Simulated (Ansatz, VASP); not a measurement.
# Two plane-wave programs on Pt

File INCAR:

```
PREC = Accurate
ENCUT = 520
EDIFF = 1E-6
ISMEAR = 0
SIGMA = 0.1
LREAL = F
LASPH = T
NELM = 100
ALGO = Normal
ISIF = 2
LWAVE = F
LCHARG = F
LDIPOL = T
IDIPOL = 3
DIPOL = 0.5 0.5 0.500
GGA = PE
NBANDS = 39
```

The input KPOINTS:

```
Automatic mesh
0
Gamma
  12 12 1
```

Contents of POSCAR:

```
Pt
1.0
    2.8072933492      0.0000000000      0.0000000000
    0.0000000000      2.8072933492      0.0000000000
    0.0000000000      0.0000000000     24.9252808201
Pt
6
Direct
    0.5000000000      0.5000000000      0.3008993180
    0.0000000000      0.0000000000      0.3805395908
    0.5000000000      0.5000000000      0.4601798636
    0.0000000000      0.0000000000      0.5398201364
    0.5000000000      0.5000000000      0.6194604092
    0.0000000000      0.0000000000      0.6991006820
```

Input for Ansatz:

```yaml
crystal:
  lattice:
    - [2.8072933492, 0.0, 0.0]
    - [0.0, 2.8072933492, 0.0]
    - [0.0, 0.0, 24.9252808201]
  atoms:
    - { symbol: Pt, position: [0.5, 0.5, 0.300899318] }
    - { symbol: Pt, position: [0.0, 0.0, 0.3805395908] }
    - { symbol: Pt, position: [0.5, 0.5, 0.4601798636] }
    - { symbol: Pt, position: [0.0, 0.0, 0.5398201364] }
    - { symbol: Pt, position: [0.5, 0.5, 0.6194604092] }
    - { symbol: Pt, position: [0.0, 0.0, 0.699100682] }
basis:
  ecutwfc: 420
kpoints:
  mp_grid: { grid: [12, 12, 1] }
hamiltonian:
  xc: pbe
scf:
  occupations: { method: gaussian, width: 0.1 }
output:
  forces: true
  eigenvalues: true
  write_density: true
  write_potential: true
  elf: true
  volumetric_format: npy
efield:
  axis: 3
  dipole_correction: true
  ramp_width: 0.04
```

Alike in both runs: task single point; functional PBE; k mesh 12 × 12 × 1; occupations gaussian, width 0.1 eV; no spin polarisation.

|  | VASP | Ansatz |
| --- | --- | --- |
| version | VASP 6.6.1 | Ansatz 0.2.0 |
| potentials or method | VASP PAW PBE potentials, release 64 (Pt), cutoff 520 eV | scalar-relativistic, plane waves, PAW |
| valence electrons in the cell | 60 | 108 |

```csv
,VASP,Ansatz,Ansatz less VASP
gap on the k mesh at the Fermi level (eV),none,none,-
rms of the force components (eV/Å),0.130,0.127,-0.0037
```

Atom by atom the forces differ by 0.006 eV/Å (rms over components). A gap of «none» marks a metal or a gap that the smearing closes. VASP's potentials hold 60 valence electrons a cell and Ansatz's 108, so a difference there can come from the potentials and not from the codes. Ansatz's warnings: xc potential rough in thin density.

Spin-orbit coupling is off throughout.
